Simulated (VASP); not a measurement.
# TaRu2 (Fd-3m) in VASP: relaxation of cell and atoms with PBE

Aim: the relaxation of cell and atoms of TaRu2 with PBE.

Program: VASP 6.6.1. These are calculated values, not measurements. Logs are shortened: lines on timing, memory, paths and dates and some standing lists are left out, and cuts for length are marked.

### 1 The cell of the first run

It takes space group Fd-3m (No. 227, cubic). The conventional cell has a = 7.234 Å, b = 7.234 Å, c = 7.234 Å, α = 90.00°, β = 90.00°, γ = 90.00°. Within 3.9 Å of Ta (site symmetry -43m) lie 12 Ru at 3.00 Å and 4 Ta at 3.13 Å. Within 3.4 Å of Ru (site symmetry -3m) lie 6 Ru at 2.56 Å and 6 Ta at 3.00 Å.

The cell was generated, and may not be a known phase.

### 2 Relaxation of cell and atoms, PBE

The input, INCAR:

```
SYSTEM = TaRu2
ALGO = Fast
EDIFF = 1E-7
EDIFFG = -0.01
ENCUT = 600
GGA = PE
IBRION = 2
ISIF = 3
ISMEAR = 0
LASPH = .TRUE.
LCHARG = .FALSE.
LREAL = .FALSE.
LWAVE = .FALSE.
NELM = 80
NSW = 100
PREC = Accurate
SIGMA = 0.1
```

The input, KPOINTS:

```
k-points
0
G
  10 10 10
  0 0 0
```

The input, POSCAR:

```
TaRu2
1.0
    0.0000000000      3.6168374300      3.6168374300
    3.6168374300      0.0000000000      3.6168374300
    3.6168374300      3.6168374300      0.0000000000
Ta Ru
2 4
Direct
    0.0000000000      0.0000000000      0.0000000000
    0.2500000000      0.2500000000      0.2500000000
    0.6250000000      0.6250000000      0.6250000000
    0.1250000000      0.6250000000      0.6250000000
    0.6250000000      0.6250000000      0.1250000000
    0.6250000000      0.1250000000      0.6250000000
```

Potentials or basis: VASP PAW PBE potentials, release 64 (Ta_pv, Ru_pv).

Command:

```console
$ cat potpaw_PBE.64/Ta_pv/POTCAR potpaw_PBE.64/Ru_pv/POTCAR > POTCAR
$ mpirun -np 1 vasp_std > vasp.out
```

OUTCAR:

```text
SYSTEM = TaRu2
   EDIFF = 1E-7
   EDIFFG = -0.01
   ENCUT = 600
   GGA = PE
   IBRION = 2
   ISIF = 3
   ISMEAR = 0
   LASPH = .TRUE.
   LREAL = .FALSE.
   NELM = 80
   NSW = 100
   PREC = Accurate

 ion  position               nearest neighbor table
   1  0.000  0.000  0.000-   3 3.00   5 3.00   6 3.00   3 3.00   4 3.00   5 3.00   3 3.00   4 3.00
                             6 3.00   4 3.00   5 3.00   6 3.00   2 3.13   2 3.13   2 3.13   2 3.13
   2  0.250  0.250  0.250-   4 3.00   5 3.00   6 3.00   3 3.00   4 3.00   6 3.00   3 3.00   4 3.00
                             5 3.00   3 3.00   5 3.00   6 3.00   1 3.13   1 3.13   1 3.13   1 3.13
   3  0.625  0.625  0.625-   4 2.56   5 2.56   6 2.56   5 2.56   6 2.56   4 2.56   1 3.00   2 3.00
                             1 3.00   2 3.00   1 3.00   2 3.00
   4  0.125  0.625  0.625-   3 2.56   5 2.56   6 2.56   3 2.56   5 2.56   6 2.56   2 3.00   1 3.00
                             1 3.00   2 3.00   2 3.00   1 3.00
   5  0.625  0.625  0.125-   3 2.56   3 2.56   4 2.56   6 2.56   6 2.56   4 2.56   1 3.00   2 3.00
                             1 3.00   2 3.00   1 3.00   2 3.00
   6  0.625  0.125  0.625-   3 2.56   5 2.56   3 2.56   4 2.56   5 2.56   4 2.56   2 3.00   1 3.00
                             2 3.00   2 3.00   1 3.00   1 3.00

  LATTYP: Found a face centered cubic cell.
 ALAT       =     7.2336748600

  Lattice vectors:

 A1 = (   0.0000000000,   3.6168374300,   3.6168374300)
 A2 = (   3.6168374300,   0.0000000000,   3.6168374300)
 A3 = (   3.6168374300,   3.6168374300,   0.0000000000)

Analysis of symmetry for initial positions (statically):
=====================================================================
 Subroutine PRICEL returns:
 Original cell was already a primitive cell.

 Routine SETGRP: Setting up the symmetry group for a
 face centered cubic supercell.

 Subroutine GETGRP returns: Found 48 space group operations
 (whereof 24 operations were pure point group operations)
 out of a pool of 48 trial point group operations.

The static configuration has the point symmetry T_d .
 The point group associated with its full space group is O_h .

Analysis of symmetry for dynamics (positions and initial velocities):
=====================================================================
 Subroutine PRICEL returns:
 Original cell was already a primitive cell.

 Routine SETGRP: Setting up the symmetry group for a
 face centered cubic supercell.

 Subroutine GETGRP returns: Found 48 space group operations
 (whereof 24 operations were pure point group operations)
 out of a pool of 48 trial point group operations.

The dynamic configuration has the point symmetry T_d .
 The point group associated with its full space group is O_h .

 Subroutine INISYM returns: Found 48 space group operations
 (whereof 24 operations are pure point group operations),
 and found     1 'primitive' translations

----------------------------------------------------------------------------------------

                                     Primitive cell

  volume of cell :      94.6274

  direct lattice vectors                    reciprocal lattice vectors
     0.000000000  3.616837430  3.616837430    -0.138242321  0.138242321  0.138242321
     3.616837430  0.000000000  3.616837430     0.138242321 -0.138242321  0.138242321
     3.616837430  3.616837430  0.000000000     0.138242321  0.138242321 -0.138242321

  length of vectors
     5.114980546  5.114980546  5.114980546     0.239442723  0.239442723  0.239442723

  position of ions in fractional coordinates (direct lattice)
     0.000000000  0.000000000  0.000000000
     0.250000000  0.250000000  0.250000000
     0.625000000  0.625000000  0.625000000
     0.125000000  0.625000000  0.625000000
     0.625000000  0.625000000  0.125000000
     0.625000000  0.125000000  0.625000000

  ion indices of the primitive-cell ions
   primitive index   ion index
                 1           1
                 2           2
                 3           3
                 4           4
                 5           5
                 6           6

----------------------------------------------------------------------------------------

 KPOINTS: k-points

Automatic generation of k-mesh.
 Grid dimensions read from file:
 generate k-points for:   10   10   10

 Generating k-lattice:

  Cartesian coordinates                     Fractional coordinates (reciprocal lattice)
    -0.013824232  0.013824232  0.013824232     0.100000000  0.000000000  0.000000000
     0.013824232 -0.013824232  0.013824232     0.000000000  0.100000000  0.000000000
     0.013824232  0.013824232 -0.013824232     0.000000000  0.000000000  0.100000000

  Length of vectors
     0.023944272  0.023944272  0.023944272

  Shift w.r.t. Gamma in fractional coordinates (k-lattice)
     0.000000000  0.000000000  0.000000000

 Subroutine IBZKPT returns following result:
 ===========================================

 Found     47 irreducible k-points:

 Following reciprocal coordinates:
            Coordinates               Weight
  0.000000  0.000000  0.000000      1.000000
  0.100000  0.000000  0.000000      8.000000
  0.200000  0.000000  0.000000      8.000000
  0.300000  0.000000  0.000000      8.000000
  0.400000  0.000000  0.000000      8.000000
  0.500000  0.000000  0.000000      4.000000
[... 16 lines left out ...]
  0.300000  0.300000  0.000000      6.000000
  0.400000  0.300000  0.000000     24.000000
 [... further k-points ...]
   k-points           NKPTS =     47   k-points in BZ     NKDIM =     47   number of bands    NBANDS=     46
   number of dos      NEDOS =    301   number of ions     NIONS =      6
   total plane-waves  NPLWV =  74088
   dimension x,y,z NGX =    42 NGY =   42 NGZ =   42
   dimension x,y,z NGXF=    84 NGYF=   84 NGZF=   84
   ions per type =               2   4
   NGX,Y,Z   is equivalent  to a cutoff of  13.65, 13.65, 13.65 a.u.
   NGXF,Y,Z  is equivalent  to a cutoff of  27.30, 27.30, 27.30 a.u.
 SYSTEM =  TaRu2
   PREC   = accura    normal or accurate (medium, high low for compatibility)
   ISTART =      0    job   : 0-new  1-cont  2-samecut
   ICHARG =      2    charge: 1-file 2-atom 10-const
   ISPIN  =      1    spin polarized calculation?
   LNONCOLLINEAR =      F non collinear calculations
   LSORBIT =      F    spin-orbit coupling
   LASPH  =      T    aspherical Exc in radial PAW
   ENCUT  =  600.0 eV  44.10 Ry    6.64 a.u.  10.22 10.22 10.22*2*pi/ulx,y,z
   NELM   =     80;   NELMIN=  2; NELMDL= -5     # of ELM steps
   EDIFF  = 0.1E-06   stopping-criterion for ELM
   LREAL  =      F    real-space projection
   EDIFFG = -.1E-01   stopping-criterion for IOM
   NSW    =    100    number of steps for IOM
   IBRION =      2    ionic relax: 0-MD 1-quasi-New 2-CG
   NFREE  =      1    steps in history (QN), initial steepest desc. (CG)
   ISIF   =      3    stress and relaxation
   ISYM   =      2    0-nonsym 1-usesym 2-fastsym
   POTIM  = 0.5000    time-step for ionic-motion
   TEBEG  =    0.0;   TEEND  =   0.0 temperature during run
   PSTRESS=    0.0 pullay stress
   NELECT =      78.0000    total number of electrons
   NUPDOWN=      -1.0000    fix difference up-down
   EMIN   =  10.00;   EMAX   =-10.00  energy-range for DOS
   EFERMI =   0.00;   METHOD = LEGACY
   ISMEAR =     0;   SIGMA  =   0.10  broadening in eV -4-tet -1-fermi 0-gaus
   EFERMI_NEDOS =   21; number of points for ismear=-14 and -15
   IALGO  =     68    algorithm
   IMIX   =      4    mixing-type and parameters
     AMIX     =   0.40;   BMIX     =  1.00
     AMIX_MAG =   1.60;   BMIX_MAG =  1.00
  volume/ion in A,a.u.               =      15.77       106.43
  Fermi-wavevector in a.u.,A,eV,Ry     =   1.534973  2.900678 32.057255  2.356142
  Thomas-Fermi vector in A             =   2.641826
   LORBIT       =      0    0 simple, 1 ext, 2 COOP (PROOUT), +10 PAW based schemes
   GGA     = PE    functional components
   LHFCALC =     F    Hartree Fock is set to
   AEXX    =    0.0000 exact exchange contribution
   IVDW    =     0    specifies the selected vdW correction
   LEPSILON=     F    determine dielectric tensor
   LRPA    =     F    only Hartree local field effects (RPA)
 conjugate gradient relaxation of ions
 non-spin polarized calculation
 RMM-DIIS sequential band-by-band and
 Gauss-broadening in eV      SIGMA  =   0.10
  energy-cutoff  :      600.00
  volume of cell :       94.63
 maximum number of plane-waves:      3178
 NGX is ok and might be reduce to    42
   NGX = 21   NGY = 21   NGZ = 21

--------------------------------------- Ionic step        1  -------------------------------------------

 number of electron      77.9999990 magnetization

 Free energy of the ion-electron system (eV)
  ---------------------------------------------------
  ext. energy  EPLUGINS =         0.00000000
  ---------------------------------------------------
  free energy    TOTEN  =       -60.87429879 eV

  energy without entropy =      -60.83997324  energy(sigma->0) =      -60.85713602

------------------------ aborting loop because EDIFF is reached ----------------------------------------

  FORCE on cell =-STRESS in cart. coord.  units (eV):
  Direction    XX          YY          ZZ          XY          YZ          ZX
  --------------------------------------------------------------------------------------
  -------------------------------------------------------------------------------------
  Total       -1.9364179     -1.9364179     -1.9364179     -0.0000000      0.0000000      0.0000000
  in kB      -32.7863226    -32.7863226    -32.7863226     -0.0000000      0.0000000      0.0000000
  external PRESSURE =     -32.7863226 kB  Pullay stress =       0.0000000 kB
[... 25 lines left out ...]
  energy  without entropy=      -60.8399732437  energy(sigma->0) =      -60.85713602

--------------------------------------- Ionic step        2  -------------------------------------------

 number of electron      77.9999998 magnetization

 E-fermi :  10.3508     XC(G=0): -13.5109

 val. band max:       10.3476124132   @ k =  -0.3000   0.2000   0.0000
 cond. band min:      10.3528288577   @ k =   0.2000   0.1000   0.0000
 fundamental gap:      0.0052164445
 Fermi energy:        10.3508113007

 k-point     1 :       0.0000    0.0000    0.0000
  band No.  band energies     occupation
      1     -33.8359      2.00000
      2     -33.0571      2.00000
      3     -33.0571      2.00000
      4     -33.0571      2.00000
      5     -32.8044      2.00000
      6     -32.8044      2.00000
[... 1204 lines left out ...]
  energy  without entropy=      -60.7574681749  energy(sigma->0) =      -60.77329558

--------------------------------------- Ionic step        3  -------------------------------------------

 number of electron      77.9999986 magnetization

 Free energy of the ion-electron system (eV)
  ---------------------------------------------------
  ext. energy  EPLUGINS =         0.00000000
  ---------------------------------------------------
  free energy    TOTEN  =       -60.88643709 eV

  energy without entropy =      -60.85282946  energy(sigma->0) =      -60.86963327

 E-fermi :   9.8569     XC(G=0): -13.3114

 val. band max:        9.8544169172   @ k =   0.2000   0.1000   0.0000
 cond. band min:       9.8578335463   @ k =   0.4000   0.1000   0.0000
 fundamental gap:      0.0034166291
 Fermi energy:         9.8569313735

 k-point     1 :       0.0000    0.0000    0.0000
  band No.  band energies     occupation
      1     -34.1494      2.00000
      2     -33.4460      2.00000
      3     -33.4460      2.00000
      4     -33.4460      2.00000
      5     -33.2187      2.00000
      6     -33.2187      2.00000
[... 1200 lines left out ...]
  FREE ENERGIE OF THE ION-ELECTRON SYSTEM (eV)
  ---------------------------------------------------
  free  energy   TOTEN  =       -60.8864370855 eV

  energy  without entropy=      -60.8528294576  energy(sigma->0) =      -60.86963327

 reached required accuracy - stopping structural energy minimisation
```

Wall time 25 min (1 thread of Intel Xeon Platinum 8259CL at 2.50GHz (Skylake/Cascade Lake), shared host); peak memory 0.4 GiB.

Results:

```
Free energy                           : -60.8864 eV
Relaxed volume                        : 15.58 Å³/atom
Relaxed cell                          : a = 5.094 Å, b = 5.094 Å, c = 5.094 Å, α = 60.00°, β = 60.00°, γ = 60.00°
Space group after relaxing (to 0.1 Å) : Fd-3m (No. 227)
Energy gained by relaxing             : 2.0 meV/atom
Ionic steps                           : 3
Pressure after relaxing               : 0.0 GPa
Band gap on the k mesh                : zero (bands 39 and 40 overlap by 0.59 eV)
```

Step by step:
```csv
step,energy change (eV),largest force (eV/Å),pressure (GPa),volume (Å³)
1,0.0000,0.0000,-3.28,94.63
2,0.0852,0.0000,10.13,90.28
3,-0.0121,0.0000,-0.05,93.47
```

Final structure:
```
CELL_PARAMETERS angstrom
0.00000 3.60204 3.60204
3.60204 0.00000 3.60204
3.60204 3.60204 0.00000
ATOMIC_POSITIONS crystal
Ta 0.00000 0.00000 0.00000
Ta 0.25000 0.25000 0.25000
Ru 0.62500 0.62500 0.62500
Ru 0.12500 0.62500 0.62500
Ru 0.62500 0.62500 0.12500
Ru 0.62500 0.12500 0.62500
```

Levels at points of the mesh, in eV from the Fermi level:
| k point | band 37 | band 38 | band 39 | band 40 | band 41 | band 42 |
| --- | --- | --- | --- | --- | --- | --- |
| (0.00, 0.00, 0.00) | -0.57 | -0.57 | -0.30 | -0.30 | -0.30 | 1.61 |
| (0.50, 0.00, 0.00) | -0.44 | -0.13 | -0.13 | 0.07 | 0.07 | 0.37 |
| (0.50, 0.50, 0.00) | -0.34 | -0.34 | -0.30 | -0.30 | -0.22 | -0.22 |

Caveat: spin-orbit coupling is left out, which moves the levels of the heavy elements.
